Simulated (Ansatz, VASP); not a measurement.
## One calculation of AlCu6, two programs

```xyz
7
Lattice="3.4351 1.9833 2.1024 -3.4351 1.9833 2.1024 0.0000 -3.9666 2.1024" Properties=species:S:1:pos:R:3 pbc="T T T"
Al    0.0000    0.0000    0.0000
Cu    0.4856   -1.4127    2.1111
Cu   -0.4856    1.4127    4.1961
Cu    0.9807    1.1269    2.1111
Cu   -0.9807   -1.1269    4.1961
Cu   -1.4662    0.2858    2.1111
Cu    1.4662   -0.2858    4.1961
```

Alike in both runs: functional PBE; k mesh 4 × 4 × 4; occupations gaussian, width 0.2 eV; no spin polarisation.

Ansatz relaxed the structure, and its values are those at the end. VASP's run is a single point on that final structure, the one shown.

```csv
,VASP,Ansatz
version,VASP 6.6.1,Ansatz 0.2.0
potentials or method,"VASP PAW PBE potentials, release 64 (Al, Cu), cutoff 520 eV","scalar-relativistic, plane waves, PAW"
valence electrons in the cell,69,117
```

|  | VASP | Ansatz | Ansatz less VASP |
| --- | --- | --- | --- |
| gap on the k mesh at the Fermi level (eV) | none | none | - |
| pressure (GPa) | 0.6 | 0.2 | -0.43 |
| rms of the force components (eV/Å) | 0.006 | 0.006 | -0.0005 |

A gap of «none» marks a metal or a gap that the smearing closes. VASP's potentials hold 69 valence electrons a cell and Ansatz's 117, so a difference there can come from the potentials and not from the codes.

The k mesh is coarse, so the values compare programs but aren't converged.
